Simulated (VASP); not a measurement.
# Rh in VASP: single point with PBE

Aim: the single point of Rh with PBE.

Program: VASP 6.6.1. These are calculated values, not measurements. Logs are shortened: lines on timing, memory, paths and dates and some standing lists are left out, and cuts for length are marked.

## (1) The cell of the first run

The cell holds a slab with vacuum, 7 atoms: a = 2.710 Å, b = 3.832 Å, c = 24.129 Å, α = 90.00°, β = 90.00°, γ = 90.00°.

## (2) Single point, PBE

File INCAR:

```
SYSTEM = Rh
ALGO = Normal
EDIFF = 1E-6
ENCUT = 520
GGA = PE
ISIF = 2
ISMEAR = -1
LASPH = .TRUE.
LCHARG = .TRUE.
LELF = .TRUE.
LREAL = .FALSE.
LVHAR = .TRUE.
LWAVE = .FALSE.
NBANDS = 62
NELM = 60
PREC = Accurate
SIGMA = 0.1
```

File KPOINTS:

```
k-points
0
G
  12 9 1
  0 0 0
```

File POSCAR:

```
Rh
1.0
    2.7095956933      0.0000000000      0.0000000000
    0.0000000000      3.8319469780      0.0000000000
    0.0000000000      0.0000000000     24.1288000000
Rh
7
Direct
    0.0000000000      0.0000000000      0.3363521863
    0.5000000000      0.5000000000      0.3863735048
    0.0000000000      0.0000000000      0.4447619560
    0.5000000000      0.5000000000      0.4999999996
    0.0000000000      0.0000000000      0.5552380436
    0.5000000000      0.5000000000      0.6136264961
    0.0000000000      0.0000000000      0.6636478136
```

Potentials or basis: VASP PAW PBE potentials, release 64 (Rh_pv).

Run with:

```bash
> cat potpaw_PBE.64/Rh_pv/POTCAR > POTCAR
> mpirun -np 1 vasp_std > vasp.out
```

OUTCAR:

```text
SYSTEM = Rh
   EDIFF = 1E-6
   ENCUT = 520
   GGA = PE
   ISIF = 2
   ISMEAR = -1
   LASPH = .TRUE.
   LREAL = .FALSE.
   NELM = 60
   PREC = Accurate

 ion  position               nearest neighbor table
   1  0.000  0.000  0.336-   3 2.62   2 2.64   2 2.64   2 2.64   2 2.64
   2  0.500  0.500  0.386-   1 2.64   1 2.64   1 2.64   1 2.64   3 2.74   3 2.74   3 2.74   3 2.74
                             4 2.74
   3  0.000  0.000  0.445-   1 2.62   5 2.67   4 2.70   4 2.70   4 2.70   4 2.70   2 2.74   2 2.74
                             2 2.74   2 2.74
   4  0.500  0.500  0.500-   3 2.70   3 2.70   3 2.70   3 2.70   5 2.70   5 2.70   5 2.70   5 2.70
                             2 2.74   6 2.74
   5  0.000  0.000  0.555-   7 2.62   3 2.67   4 2.70   4 2.70   4 2.70   4 2.70   6 2.74   6 2.74
                             6 2.74   6 2.74
   6  0.500  0.500  0.614-   7 2.64   7 2.64   7 2.64   7 2.64   5 2.74   5 2.74   5 2.74   5 2.74
                             4 2.74
   7  0.000  0.000  0.664-   5 2.62   6 2.64   6 2.64   6 2.64   6 2.64

  LATTYP: Found a simple orthorhombic cell.
 ALAT       =     2.7095956933
 B/A-ratio  =     1.4142135624
 C/A-ratio  =     8.9049447708

  Lattice vectors:

 A1 = (   2.7095956933,   0.0000000000,   0.0000000000)
 A2 = (   0.0000000000,   3.8319469780,   0.0000000000)
 A3 = (   0.0000000000,   0.0000000000,  24.1288000000)

Analysis of symmetry for initial positions (statically):
=====================================================================
 Subroutine PRICEL returns:
 Original cell was already a primitive cell.

 Routine SETGRP: Setting up the symmetry group for a
 simple orthorhombic supercell.

 Subroutine GETGRP returns: Found  8 space group operations
 (whereof  8 operations were pure point group operations)
 out of a pool of  8 trial point group operations.

The static configuration has the point symmetry D_2h.

Analysis of symmetry for dynamics (positions and initial velocities):
=====================================================================
 Subroutine PRICEL returns:
 Original cell was already a primitive cell.

 Routine SETGRP: Setting up the symmetry group for a
 simple orthorhombic supercell.

 Subroutine GETGRP returns: Found  8 space group operations
 (whereof  8 operations were pure point group operations)
 out of a pool of  8 trial point group operations.

The dynamic configuration has the point symmetry D_2h.

 Subroutine INISYM returns: Found  8 space group operations
 (whereof  8 operations are pure point group operations),
 and found     1 'primitive' translations

----------------------------------------------------------------------------------------
[... 110 lines left out ...]
   ISYM   =      2    0-nonsym 1-usesym 2-fastsym
   POTIM  = 0.5000    time-step for ionic-motion
   TEBEG  =    0.0;   TEEND  =   0.0 temperature during run
   PSTRESS=    0.0 pullay stress
   NELECT =     105.0000    total number of electrons
   NUPDOWN=      -1.0000    fix difference up-down
   EMIN   =  10.00;   EMAX   =-10.00  energy-range for DOS
   EFERMI =   0.00;   METHOD = LEGACY
   ISMEAR =    -1;   SIGMA  =   0.10  broadening in eV -4-tet -1-fermi 0-gaus
   EFERMI_NEDOS =   21; number of points for ismear=-14 and -15
   IALGO  =     38    algorithm
   IMIX   =      4    mixing-type and parameters
     AMIX     =   0.40;   BMIX     =  1.00
     AMIX_MAG =   1.60;   BMIX_MAG =  1.00
  volume/ion in A,a.u.               =      35.79       241.52
  Fermi-wavevector in a.u.,A,eV,Ry     =   1.225137  2.315173 20.421813  1.500961
  Thomas-Fermi vector in A             =   2.360186
   LORBIT       =      0    0 simple, 1 ext, 2 COOP (PROOUT), +10 PAW based schemes
   GGA     = PE    functional components
   LHFCALC =     F    Hartree Fock is set to
   AEXX    =    0.0000 exact exchange contribution
   IVDW    =     0    specifies the selected vdW correction
   LEPSILON=     F    determine dielectric tensor
   LRPA    =     F    only Hartree local field effects (RPA)
 non-spin polarized calculation
  energy-cutoff  :      520.00
  volume of cell :      250.53
 maximum number of plane-waves:      6806
   NGX = 11   NGY = 15   NGZ = 89

 number of electron     105.0000076 magnetization

 Free energy of the ion-electron system (eV)
  ---------------------------------------------------
  ext. energy  EPLUGINS =         0.00000000
  ---------------------------------------------------
  free energy    TOTEN  =       -47.88718166 eV

  energy without entropy =      -47.48301708  energy(sigma->0) =      -47.68509937

 E-fermi :   1.6678     XC(G=0):  -6.2726

 val. band max:        1.6634798320   @ k =   0.3333   0.2222   0.0000
 cond. band min:       1.6692424949   @ k =   0.0833   0.1111   0.0000
 fundamental gap:      0.0057626630
 Fermi energy:         1.6678488511

 k-point     1 :       0.0000    0.0000    0.0000
  band No.  band energies     occupation
      1     -45.2537      2.00000
      2     -45.1656      2.00000
      3     -45.1648      2.00000
      4     -45.0367      2.00000
      5     -45.0330      2.00000
      6     -44.9577      2.00000
[... 1549 lines left out ...]
     61       4.1417      0.00000
     62       5.2093      0.00000

 [... further k-points ...]

------------------------ aborting loop because EDIFF is reached ----------------------------------------

  FORCE on cell =-STRESS in cart. coord.  units (eV):
  Direction    XX          YY          ZZ          XY          YZ          ZX
  --------------------------------------------------------------------------------------
  -------------------------------------------------------------------------------------
  Total       -3.4063264     -1.9007004     -0.0580978      0.0000000      0.0000000      0.0000000
  in kB      -21.7839752    -12.1552678     -0.3715443      0.0000000      0.0000000      0.0000000
  external PRESSURE =     -11.4369291 kB  Pullay stress =       0.0000000 kB

 VOLUME and BASIS-vectors are now :
 -----------------------------------------------------------------------------
  energy-cutoff  :      520.00
  volume of cell :      250.53
      direct lattice vectors                 reciprocal lattice vectors
     2.709595693  0.000000000  0.000000000     0.369058750  0.000000000  0.000000000
     0.000000000  3.831946978  0.000000000     0.000000000  0.260963945  0.000000000
     0.000000000  0.000000000 24.128800000     0.000000000  0.000000000  0.041444249

 POSITION                                       TOTAL-FORCE (eV/Angst)
 -----------------------------------------------------------------------------------
      0.00000      0.00000      8.11577         0.000000      0.000000      0.000990
      1.35480      1.91597      9.32273         0.000000      0.000000      0.004126
      0.00000      0.00000     10.73157         0.000000      0.000000     -0.009419
      1.35480      1.91597     12.06440         0.000000      0.000000      0.000000
      0.00000      0.00000     13.39723         0.000000      0.000000      0.009419
      1.35480      1.91597     14.80607         0.000000      0.000000     -0.004126
      0.00000      0.00000     16.01303         0.000000      0.000000     -0.000990
 -----------------------------------------------------------------------------------
    total drift:                                0.000000      0.000000     -0.000003

  FREE ENERGIE OF THE ION-ELECTRON SYSTEM (eV)
  ---------------------------------------------------
  free  energy   TOTEN  =       -47.8871816571 eV

  energy  without entropy=      -47.4830170811  energy(sigma->0) =      -47.68509937
```

stdout:

```text
POSCAR found type information on POSCAR Rh
 POSCAR found :  1 types and       7 ions
 scaLAPACK will be used
 LDA part: xc-table for (Slater+PW92), standard interpolation
 POSCAR, INCAR and KPOINTS ok, starting setup
 FFT: planning ... GRIDC
 FFT: planning ... GRID_SOFT
 FFT: planning ... GRID
 WAVECAR not read
 entering main loop
```

It took 15 min on 1 thread of Intel Xeon Platinum 8259CL at 2.50GHz (Skylake/Cascade Lake), shared host; peak memory 0.51 GiB.

Results:

```
Free energy   : -47.8872 eV
Largest force : 0.009 eV/Å
```

Forces in eV/Å, atoms in the order of the input:
```
Rh   0.000  0.000  0.001
Rh   0.000  0.000  0.004
Rh   0.000  0.000 -0.009
Rh   0.000  0.000  0.000
Rh   0.000  0.000  0.009
Rh   0.000  0.000 -0.004
Rh   0.000  0.000 -0.001
```

Levels at points of the mesh, in eV from the Fermi level:
```tsv
k point	band 51	band 52	band 53	band 54	band 55	band 56
(0.00, 0.00, 0.00)	-0.85	-0.71	-0.25	-0.14	0.15	0.27
(0.50, 0.00, 0.00)	0.27	0.47	0.56	0.68	0.83	0.96
```
